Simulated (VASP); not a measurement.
# MoS2 (P1) in VASP: single point with PBE+D3(BJ)

Aim: the single point of MoS2 with PBE+D3(BJ).

Everything below comes from runs of VASP 6.6.1. Logs are shortened: lines on timing, memory, paths and dates and some standing lists are left out, and cuts for length are marked.

## (1) The cell of the first run

The typed cell holds 12 atoms: a = 6.157 Å, b = 5.960 Å, c = 6.721 Å, α = 91.21°, β = 85.02°, γ = 114.81°.

## (2) Single point, PBE+D3(BJ) (atoms moved at random and the cell strained at random)

Contents of INCAR:

```
SYSTEM = MoS2
  PREC = Accurate
  ENCUT = 520
  EDIFF = 1E-6
  ISMEAR = 0
  SIGMA = 0.05
  LREAL = .False.
  LASPH = .True.
  NELM = 80
  ALGO = Normal
  ISIF = 2
  LWAVE = .False.
  LCHARG = .False.
  GGA = PE
  IVDW = 12
  NBANDS = 64
  KPAR = 4
```

Contents of KPOINTS:

```
Automatic mesh
0
Gamma
  6 6 4
  0 0 0
```

Contents of POSCAR:

```
MoS2
1.0
    6.1423925692      0.3293182715      0.2703051098
   -2.7859982958      5.2680114707     -0.0699881630
    0.2852416196      0.0794032636      6.7144353586
Mo S
4 8
Direct
    0.4987249734      0.4855277988     -0.0087645852
    0.5036400175      0.0027222581     -0.0052768053
    0.0087185805      0.5020340899     -0.0080307714
   -0.0032255976      0.0058383203      0.0083249770
    0.1747766229      0.3343295714      0.2362006546
    0.1612382987      0.8294033091      0.2367710941
    0.6668257089      0.3298081304      0.2365248312
    0.6669388579      0.8398135039      0.2436619651
    0.1664340949      0.3327601574      0.7638260633
    0.1689262997      0.8341758530      0.7674666181
    0.6586798583      0.3372144840      0.7593945643
    0.6616556183      0.8330391903      0.7699013943
```

Potentials or basis: VASP PAW PBE potentials, release 64 (Mo_sv, S).

Launch:

```sh
$ cat potpaw_PBE.64/Mo_sv/POTCAR potpaw_PBE.64/S/POTCAR > POTCAR
$ mpirun -np 4 vasp_std > vasp.out
```

OUTCAR:

```text
SYSTEM = MoS2
   PREC = Accurate
   ENCUT = 520
   EDIFF = 1E-6
   ISMEAR = 0
   LREAL = .False.
   LASPH = .True.
   NELM = 80
   ISIF = 2
   GGA = PE
   IVDW = 12
 IVDW          = 12

 ion  position               nearest neighbor table
   1  0.499  0.486  0.991-  11 2.14   5 2.34  12 2.37   7 2.41   9 2.50   8 2.59   2 2.89   3 3.06
                             2 3.07   3 3.10   4 3.21   4 3.33
   2  0.504  0.003  0.995-  12 2.18  11 2.38   6 2.41   8 2.44   7 2.44  10 2.52   1 2.89   4 3.04
                             1 3.07   4 3.12   3 3.25   3 3.28
   3  0.009  0.502  0.992-   9 2.19  10 2.32   7 2.42   5 2.44   6 2.45  11 2.61   4 2.93   4 3.03
                             1 3.06   1 3.10   2 3.25   2 3.28
   4  0.997  0.006  0.008-  10 2.31   8 2.33   9 2.39   6 2.39   5 2.40  12 2.57   3 2.93   3 3.03
                             2 3.04   2 3.12   1 3.21   1 3.33
   5  0.175  0.334  0.236-   1 2.34   4 2.40   3 2.44
   6  0.161  0.829  0.237-   4 2.39   2 2.41   3 2.45
   7  0.667  0.330  0.237-   1 2.41   3 2.42   2 2.44
   8  0.667  0.840  0.244-   4 2.33   2 2.44   1 2.59
   9  0.166  0.333  0.764-   3 2.19   4 2.39   1 2.50
  10  0.169  0.834  0.767-   4 2.31   3 2.32   2 2.52
  11  0.659  0.337  0.759-   1 2.14   2 2.38   3 2.61
  12  0.662  0.833  0.770-   2 2.18   1 2.37   4 2.57

  LATTYP: Found a triclinic cell.
 ALAT       =     6.7209604853
 B/A-ratio  =     1.3504743252
 C/A-ratio  =     2.9799065010
 COS(alpha) =     0.0017352523
 COS(beta)  =     0.6318934445
 COS(gamma) =     0.7543539973

  Lattice vectors:

 A1 = (  -0.2852416196,  -0.0794032636,  -6.7144353586)
 A2 = (  -3.0712399154,   5.1886082071,  -6.7844235216)
 A3 = (  11.1439059216, -10.3655111971, -13.0185892814)

Analysis of symmetry for initial positions (statically):
=====================================================================
 Subroutine PRICEL returns:
 Original cell was already a primitive cell.

 Routine SETGRP: Setting up the symmetry group for a
 triclinic supercell.

 Subroutine GETGRP returns: Found  1 space group operations
 (whereof  1 operations were pure point group operations)
 out of a pool of  2 trial point group operations.

The static configuration has the point symmetry C_1 .

Analysis of symmetry for dynamics (positions and initial velocities):
=====================================================================
 Subroutine PRICEL returns:
 Original cell was already a primitive cell.

 Routine SETGRP: Setting up the symmetry group for a
 triclinic supercell.
[... 138 lines left out ...]
   EMIN   =  10.00;   EMAX   =-10.00  energy-range for DOS
   EFERMI =   0.00;   METHOD = LEGACY
   ISMEAR =     0;   SIGMA  =   0.05  broadening in eV -4-tet -1-fermi 0-gaus
   EFERMI_NEDOS =   21; number of points for ismear=-14 and -15
   IALGO  =     38    algorithm
   IMIX   =      4    mixing-type and parameters
     AMIX     =   0.40;   BMIX     =  1.00
     AMIX_MAG =   1.60;   BMIX_MAG =  1.00
  volume/ion in A,a.u.               =      18.58       125.40
  Fermi-wavevector in a.u.,A,eV,Ry     =   1.269574  2.399148 21.930131  1.611819
  Thomas-Fermi vector in A             =   2.402608
   LORBIT       =      0    0 simple, 1 ext, 2 COOP (PROOUT), +10 PAW based schemes
   GGA     = PE    functional components
   LHFCALC =     F    Hartree Fock is set to
   AEXX    =    0.0000 exact exchange contribution
   IVDW    =    12    specifies the selected vdW correction
   LEPSILON=     F    determine dielectric tensor
   LRPA    =     F    only Hartree local field effects (RPA)
 non-spin polarized calculation
 Gauss-broadening in eV      SIGMA  =   0.05
  energy-cutoff  :      520.00
  volume of cell :      222.99
 maximum number of plane-waves:      6042
 NGX is ok and might be reduce to    48
   NGX = 23   NGY = 23   NGZ = 25

 number of electron     104.0000001 magnetization

 Free energy of the ion-electron system (eV)
  ---------------------------------------------------
  ext. energy  EPLUGINS =         0.00000000
  ---------------------------------------------------
  free energy    TOTEN  =       -84.71448879 eV

  energy without entropy =      -84.71448879  energy(sigma->0) =      -84.71448879

 E-fermi :   6.8959     XC(G=0): -10.4125

 val. band max:        6.6602306716   @ k =   0.0000   0.0000   0.5000
 cond. band min:       7.8187736190   @ k =   0.3333   0.3333  -0.0000
 fundamental gap:      1.1585429474
 Fermi energy:         6.8959081276

 k-point     1 :       0.0000    0.0000    0.0000
  band No.  band energies     occupation
      1     -54.3992      2.00000
      2     -54.3575      2.00000
      3     -54.3384      2.00000
      4     -54.3234      2.00000
      5     -28.8148      2.00000
      6     -28.7980      2.00000
[... 1597 lines left out ...]
     63      10.0020      0.00000
     64      10.0431      0.00000

 [... further k-points ...]

------------------------ aborting loop because EDIFF is reached ----------------------------------------

 Edisp (eV)   -4.89594

 E8    (eV) :    -1.9789

  FORCE on cell =-STRESS in cart. coord.  units (eV):
  Direction    XX          YY          ZZ          XY          YZ          ZX
  --------------------------------------------------------------------------------------
  -------------------------------------------------------------------------------------
  Total      13.56986     8.30283     3.51954   -14.95974    -0.77434   -18.63901
  in kB      97.49952    59.65593    25.28790  -107.48586    -5.56364  -133.92144
  external pressure =       60.81 kB  Pullay stress =        0.00 kB

 VOLUME and BASIS-vectors are now :
 -----------------------------------------------------------------------------
  energy-cutoff  :      520.00
  volume of cell :      222.99
      direct lattice vectors                 reciprocal lattice vectors
     6.142392569  0.329318271  0.270305110     0.158650368  0.083799854 -0.007730757
    -2.785998296  5.268011471 -0.069988163    -0.009819873  0.184608227 -0.001765965
     0.285241620  0.079403264  6.714435359    -0.006489195 -0.001449286  0.149225663

 POSITION                                       TOTAL-FORCE (eV/Angst)
 -----------------------------------------------------------------------------------
      1.99343      2.80071      6.75641        -2.398051      2.982867      3.103955
      3.36971      0.25918      6.81495        -1.826808      0.164359      2.339618
     -1.06216      2.72636      6.62773        -2.202431      0.333453      2.624046
      6.10869      0.35967      0.32492         0.438577     -0.400248     -0.423176
      0.20948      1.83756      1.60980        -1.286534     -0.240613     -0.127192
     -1.25279      4.44121      1.57532        -0.443130     -0.136312     -0.467321
      3.24453      1.97581      1.74529        -0.503547     -0.072239     -0.758215
      1.82638      4.66313      1.75755        -1.083827     -1.126700     -0.710429
      0.31311      1.86844      5.15036         2.120049     -0.682063     -1.371726
     -1.06749      4.51102      5.14038         1.043318      0.603841     -0.656652
      3.32300      2.05366      5.25335         3.491950     -0.999704     -2.016917
      1.96291      4.66749      5.29000         2.650434     -0.426641     -1.535992
 -----------------------------------------------------------------------------------
    total drift:                               -0.000497     -0.000100      0.000014

  FREE ENERGIE OF THE ION-ELECTRON SYSTEM (eV)
  ---------------------------------------------------
  free  energy   TOTEN  =       -89.6104293269 eV

  energy  without entropy=      -89.6104293269  energy(sigma->0) =      -89.61042933
```

Wall time 7.5 min (4 MPI ranks of Intel Xeon Platinum 8488C (Sapphire Rapids), shared host); peak memory 0.86 GiB.

What came out:

* Free energy: -89.6104 eV
* Pressure: 6.1 GPa
* Largest force: 4.928 eV/Å
* Band gap on the k mesh: 1.16 eV
* Dispersion energy per atom: -0.408 eV

Forces in eV/Å, atoms in the order of the input:
```
Mo  -2.398  2.983  3.104
Mo  -1.827  0.164  2.340
Mo  -2.202  0.333  2.624
Mo   0.439 -0.400 -0.423
S   -1.287 -0.241 -0.127
S   -0.443 -0.136 -0.467
S   -0.504 -0.072 -0.758
S   -1.084 -1.127 -0.710
S    2.120 -0.682 -1.372
S    1.043  0.604 -0.657
S    3.492 -1.000 -2.017
S    2.650 -0.427 -1.536
```

Stress tensor (GPa, compression positive):
```
  9.75 -10.75 -13.39
-10.75   5.97  -0.56
-13.39  -0.56   2.53
```

Levels at points of the mesh, in eV from the valence-band top:
```tsv
k point	band 48	band 49	band 50	band 51	band 52	band 53	band 54	band 55	band 56	band 57
(0.00, 0.00, 0.00)	-1.11	-0.92	-0.75	-0.71	-0.41	1.81	1.85	2.10	2.22	2.46
(0.50, 0.00, 0.00)	-1.24	-1.00	-0.98	-0.76	-0.72	1.29	1.35	1.64	1.73	2.34
(0.00, 0.50, 0.00)	-1.36	-1.06	-0.97	-0.73	-0.58	1.24	1.44	1.57	1.76	1.86
(0.50, 0.50, 0.00)	-1.41	-1.07	-0.92	-0.49	-0.32	1.34	1.43	1.58	1.71	1.80
(0.00, 0.00, 0.50)	-0.87	-0.66	-0.50	-0.36	0.00	1.80	1.83	2.12	2.26	2.52
(0.50, 0.00, 0.50)	-1.31	-1.00	-0.97	-0.75	-0.71	1.88	1.95	2.09	2.14	2.29
(0.00, 0.50, 0.50)	-1.73	-0.97	-0.90	-0.61	-0.52	1.54	1.95	1.97	2.10	2.19
(0.50, 0.50, 0.50)	-1.96	-1.00	-0.88	-0.43	-0.27	1.49	1.61	1.90	1.94	2.15
```

Caveat: the cell differs from its parent crystal (atoms moved at random and the cell strained at random); forces of over 1 eV/Å act on the atoms, so gaps and moduli don't describe the material at rest. A k mesh can miss the band edges.
